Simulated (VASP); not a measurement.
# GaP (F-43m) in VASP: settings compared, part 2 of 3

VASP 6.6.1. Earlier steps stand in the parts before.

## 3. Single point, PBEsol

The input, INCAR:

```
ALGO = Normal ; EDIFF = 1E-6
ENCUT = 520 ; GGA = PS
ISIF = 2 ; ISMEAR = 0
LASPH = T ; LCHARG = F
LREAL = F ; LWAVE = F
NBANDS = 16 ; NELM = 60
PREC = Accurate ; SIGMA = 0.05
```

The input, KPOINTS:

```
k-points
0
Gamma
  8 8 8
```

The input, POSCAR:

```
GaP
1.0
    0.0000000000      2.7252500000      2.7252500000
    2.7252500000      0.0000000000      2.7252500000
    2.7252500000      2.7252500000      0.0000000000
Ga P
1 1
Direct
    0.0000000000      0.0000000000      0.0000000000
    0.7500000000      0.7500000000      0.7500000000
```

Potentials or basis: VASP PAW PBE potentials, release 64 (Ga_d, P).

The run is started by

```console
$ cat potpaw_PBE.64/Ga_d/POTCAR potpaw_PBE.64/P/POTCAR > POTCAR
$ mpirun -np 1 vasp_std > vasp.out
```

OUTCAR:

```text
EDIFF = 1E-6
   ENCUT = 520
   GGA = PS
   ISIF = 2
   ISMEAR = 0
   LASPH = T
   LREAL = F
   NELM = 60
   PREC = Accurate

 ion  position               nearest neighbor table
   1  0.000  0.000  0.000-   2 2.36   2 2.36   2 2.36   2 2.36
   2  0.750  0.750  0.750-   1 2.36   1 2.36   1 2.36   1 2.36

  LATTYP: Found a face centered cubic cell.
 ALAT       =     5.4505000000

  Lattice vectors:

 A1 = (   0.0000000000,   2.7252500000,   2.7252500000)
 A2 = (   2.7252500000,   0.0000000000,   2.7252500000)
 A3 = (   2.7252500000,   2.7252500000,   0.0000000000)

Analysis of symmetry for initial positions (statically):
=====================================================================
 Subroutine PRICEL returns:
 Original cell was already a primitive cell.

 Routine SETGRP: Setting up the symmetry group for a
 face centered cubic supercell.

 Subroutine GETGRP returns: Found 24 space group operations
 (whereof 24 operations were pure point group operations)
 out of a pool of 48 trial point group operations.

The static configuration has the point symmetry T_d .

Analysis of symmetry for dynamics (positions and initial velocities):
=====================================================================
 Subroutine PRICEL returns:
 Original cell was already a primitive cell.

 Routine SETGRP: Setting up the symmetry group for a
 face centered cubic supercell.

 Subroutine GETGRP returns: Found 24 space group operations
 (whereof 24 operations were pure point group operations)
 out of a pool of 48 trial point group operations.

The dynamic configuration has the point symmetry T_d .

 Subroutine INISYM returns: Found 24 space group operations
 (whereof 24 operations are pure point group operations),
 and found     1 'primitive' translations

----------------------------------------------------------------------------------------

                                     Primitive cell

  volume of cell :      40.4808

  direct lattice vectors                    reciprocal lattice vectors
     0.000000000  2.725250000  2.725250000    -0.183469406  0.183469406  0.183469406
     2.725250000  0.000000000  2.725250000     0.183469406 -0.183469406  0.183469406
     2.725250000  2.725250000  0.000000000     0.183469406  0.183469406 -0.183469406

  length of vectors
     3.854085511  3.854085511  3.854085511     0.317778334  0.317778334  0.317778334

  position of ions in fractional coordinates (direct lattice)
     0.000000000  0.000000000  0.000000000
     0.750000000  0.750000000  0.750000000

  ion indices of the primitive-cell ions
   primitive index   ion index
                 1           1
                 2           2

----------------------------------------------------------------------------------------

 KPOINTS: k-points

Automatic generation of k-mesh.
 Grid dimensions read from file:
 generate k-points for:    8    8    8

 Generating k-lattice:

  Cartesian coordinates                     Fractional coordinates (reciprocal lattice)
    -0.022933676  0.022933676  0.022933676     0.125000000  0.000000000  0.000000000
     0.022933676 -0.022933676  0.022933676     0.000000000  0.125000000  0.000000000
     0.022933676  0.022933676 -0.022933676     0.000000000  0.000000000  0.125000000

  Length of vectors
     0.039722292  0.039722292  0.039722292

  Shift w.r.t. Gamma in fractional coordinates (k-lattice)
     0.000000000  0.000000000  0.000000000

 Subroutine IBZKPT returns following result:
 ===========================================

 Found     29 irreducible k-points:

 Following reciprocal coordinates:
            Coordinates               Weight
  0.000000  0.000000  0.000000      1.000000
  0.125000  0.000000  0.000000      8.000000
  0.250000  0.000000  0.000000      8.000000
  0.375000  0.000000  0.000000      8.000000
  0.500000  0.000000  0.000000      4.000000
  0.125000  0.125000  0.000000      6.000000
[... 16 lines left out ...]
  0.500000  0.250000  0.125000     48.000000
 -0.375000  0.250000  0.125000     24.000000
 [... further k-points ...]
   k-points           NKPTS =     29   k-points in BZ     NKDIM =     29   number of bands    NBANDS=     16
   number of dos      NEDOS =    301   number of ions     NIONS =      2
   total plane-waves  NPLWV =  27000
   dimension x,y,z NGX =    30 NGY =   30 NGZ =   30
   dimension x,y,z NGXF=    60 NGYF=   60 NGZF=   60
   ions per type =               1   1
   NGX,Y,Z   is equivalent  to a cutoff of  12.94, 12.94, 12.94 a.u.
   NGXF,Y,Z  is equivalent  to a cutoff of  25.88, 25.88, 25.88 a.u.
 SYSTEM =  unknown system
   PREC   = accura    normal or accurate (medium, high low for compatibility)
   ISTART =      0    job   : 0-new  1-cont  2-samecut
   ICHARG =      2    charge: 1-file 2-atom 10-const
   ISPIN  =      1    spin polarized calculation?
   LNONCOLLINEAR =      F non collinear calculations
   LSORBIT =      F    spin-orbit coupling
   LASPH  =      T    aspherical Exc in radial PAW
   ENCUT  =  520.0 eV  38.22 Ry    6.18 a.u.   7.17  7.17  7.17*2*pi/ulx,y,z
   NELM   =     60;   NELMIN=  2; NELMDL= -5     # of ELM steps
   EDIFF  = 0.1E-05   stopping-criterion for ELM
   LREAL  =      F    real-space projection
   EDIFFG = 0.1E-04   stopping-criterion for IOM
   NSW    =      0    number of steps for IOM
   IBRION =     -1    ionic relax: 0-MD 1-quasi-New 2-CG
   NFREE  =      0    steps in history (QN), initial steepest desc. (CG)
   ISIF   =      2    stress and relaxation
   ISYM   =      2    0-nonsym 1-usesym 2-fastsym
   POTIM  = 0.5000    time-step for ionic-motion
   TEBEG  =    0.0;   TEEND  =   0.0 temperature during run
   PSTRESS=    0.0 pullay stress
   NELECT =      18.0000    total number of electrons
   NUPDOWN=      -1.0000    fix difference up-down
   EMIN   =  10.00;   EMAX   =-10.00  energy-range for DOS
   EFERMI =   0.00;   METHOD = LEGACY
   ISMEAR =     0;   SIGMA  =   0.05  broadening in eV -4-tet -1-fermi 0-gaus
   EFERMI_NEDOS =   21; number of points for ismear=-14 and -15
   IALGO  =     38    algorithm
   IMIX   =      4    mixing-type and parameters
     AMIX     =   0.40;   BMIX     =  1.00
     AMIX_MAG =   1.60;   BMIX_MAG =  1.00
  volume/ion in A,a.u.               =      20.24       136.59
  Fermi-wavevector in a.u.,A,eV,Ry     =   1.249538  2.361284 21.243377  1.561344
  Thomas-Fermi vector in A             =   2.383574
   LORBIT       =      0    0 simple, 1 ext, 2 COOP (PROOUT), +10 PAW based schemes
   GGA     = PS    functional components
   LHFCALC =     F    Hartree Fock is set to
   AEXX    =    0.0000 exact exchange contribution
   IVDW    =     0    specifies the selected vdW correction
   LEPSILON=     F    determine dielectric tensor
   LRPA    =     F    only Hartree local field effects (RPA)
 non-spin polarized calculation
 Gauss-broadening in eV      SIGMA  =   0.05
  energy-cutoff  :      520.00
  volume of cell :       40.48
 maximum number of plane-waves:      1106
 NGX is ok and might be reduce to    30
   NGX = 15   NGY = 15   NGZ = 15

 number of electron      17.9999989 magnetization

 Free energy of the ion-electron system (eV)
  ---------------------------------------------------
  ext. energy  EPLUGINS =         0.00000000
  ---------------------------------------------------
  free energy    TOTEN  =        -9.92055875 eV

  energy without entropy =       -9.92055875  energy(sigma->0) =       -9.92055875

 E-fermi :   4.7767     XC(G=0): -10.0213

 val. band max:        4.5684715351   @ k =   0.0000   0.0000   0.0000
 cond. band min:       6.0852422298   @ k =   0.5000   0.5000   0.0000
 fundamental gap:      1.5167706946
 Fermi energy:         4.7766863233

 k-point     1 :       0.0000    0.0000    0.0000
  band No.  band energies     occupation
      1      -9.9722      2.00000
      2      -9.9722      2.00000
      3      -9.9722      2.00000
      4      -9.8715      2.00000
      5      -9.8715      2.00000
      6      -7.9555      2.00000
[... 8 lines left out ...]
     15      14.3401      0.00000
     16      14.3401      0.00000
[... 419 lines left out ...]
 k-point    24 :      -0.3750    0.2500    0.1250
  band No.  band energies     occupation
      1     -10.0609      2.00000
      2      -9.9412      2.00000
      3      -9.9288      2.00000
      4      -9.8769      2.00000
      5      -9.8642      2.00000
      6      -5.4546      2.00000
[... 8 lines left out ...]
     15      16.4683      0.00000
     16      17.0068      0.00000

 [... further k-points ...]

------------------------ aborting loop because EDIFF is reached ----------------------------------------

  FORCE on cell =-STRESS in cart. coord.  units (eV):
  Direction    XX          YY          ZZ          XY          YZ          ZX
  --------------------------------------------------------------------------------------
  -------------------------------------------------------------------------------------
  Total       -0.1627608     -0.1627608     -0.1627608      0.0000000      0.0000000     -0.0000000
  in kB       -6.4418611     -6.4418611     -6.4418611      0.0000000      0.0000000     -0.0000000
  external PRESSURE =      -6.4418611 kB  Pullay stress =       0.0000000 kB

 VOLUME and BASIS-vectors are now :
 -----------------------------------------------------------------------------
  energy-cutoff  :      520.00
  volume of cell :       40.48
      direct lattice vectors                 reciprocal lattice vectors
     0.000000000  2.725250000  2.725250000    -0.183469406  0.183469406  0.183469406
     2.725250000  0.000000000  2.725250000     0.183469406 -0.183469406  0.183469406
     2.725250000  2.725250000  0.000000000     0.183469406  0.183469406 -0.183469406

 POSITION                                       TOTAL-FORCE (eV/Angst)
 -----------------------------------------------------------------------------------
      0.00000      0.00000      0.00000         0.000000      0.000000      0.000000
      4.08788      4.08788      4.08788        -0.000000     -0.000000     -0.000000
 -----------------------------------------------------------------------------------
    total drift:                               -0.000000     -0.000000     -0.000000

  FREE ENERGIE OF THE ION-ELECTRON SYSTEM (eV)
  ---------------------------------------------------
  free  energy   TOTEN  =        -9.9205587466 eV

  energy  without entropy=       -9.9205587466  energy(sigma->0) =       -9.92055875
```

stdout:

```text
POSCAR found type information on POSCAR GaP
 POSCAR found :  2 types and       2 ions
 scaLAPACK will be used
 -----------------------------------------------------------------------------
|                                                                             |
|                                                                             |
|     You enforced a specific xc type in the INCAR file but a different       |
|     I HOPE YOU KNOW WHAT YOU ARE DOING!                                     |
|                                                                             |
 -----------------------------------------------------------------------------

 LDA part: xc-table for (Slater+PW92), standard interpolation
 POSCAR, INCAR and KPOINTS ok, starting setup
 FFT: planning ... GRIDC
 FFT: planning ... GRID_SOFT
 FFT: planning ... GRID
 WAVECAR not read
 entering main loop
```

It took 47 s on 1 thread of AMD EPYC 7R13, shared host; peak memory 0.14 GiB.

Results:

| Quantity | Value |
| --- | --- |
| Free energy | -9.9206 eV |
| Pressure | -0.6 GPa |
| Band gap on the k mesh | 1.52 eV, indirect (least direct gap 1.75 eV) |

Caveat: the PAW data sets were made with another functional, which shifts forces and pressure a little.

## 4. Single point, BLYP

The input, INCAR:

```
SYSTEM = GaP
PREC = Accurate
ENCUT = 520
EDIFF = 1E-6
ISMEAR = -1
SIGMA = 0.05
LREAL = .False.
LASPH = .True.
NELM = 100
ALGO = Normal
ISIF = 2
LWAVE = .False.
LCHARG = .False.
GGA = B5
ALDAX = 1.0
AGGAX = 1.0
AGGAC = 1.0
ALDAC = 0.0
NBANDS = 16
```

The input, KPOINTS:

```
Automatic mesh
0
Gamma
  8 8 8
  0 0 0
```

POSCAR is that of step 3.

The run is started by

```console
$ cat potpaw_PBE.64/Ga_d/POTCAR potpaw_PBE.64/P/POTCAR > POTCAR
$ mpirun -np 1 vasp_std > vasp.out
```

It took 66 s on 1 thread of AMD EPYC 7R13, shared host; peak memory 0.14 GiB.

The run converged. Its results:

```yaml
Free_energy: -7.7469 eV
Pressure: 6.5 GPa
Band_gap_on_the_k_mesh: 1.68 eV, indirect (least direct gap 1.73 eV)
```

Levels at points of the mesh, in eV from the valence-band top:
```
           k point  band 6  band 7  band 8  band 9  band 10  band 11  band 12  band 13
(0.00, 0.00, 0.00)  -12.47    0.00    0.00    0.00     1.73     3.94     3.94     3.94
(0.50, 0.00, 0.00)  -10.43   -6.59   -1.11   -1.11     1.68     4.82     4.82     8.51
(0.50, 0.50, 0.00)   -9.53   -6.76   -2.64   -2.64     1.83     1.94    10.57    10.57
```

Caveat: the PAW data sets were made with another functional, which shifts forces and pressure a little. A k mesh can miss the band edges.

(Part 2 of 3 ends here.)
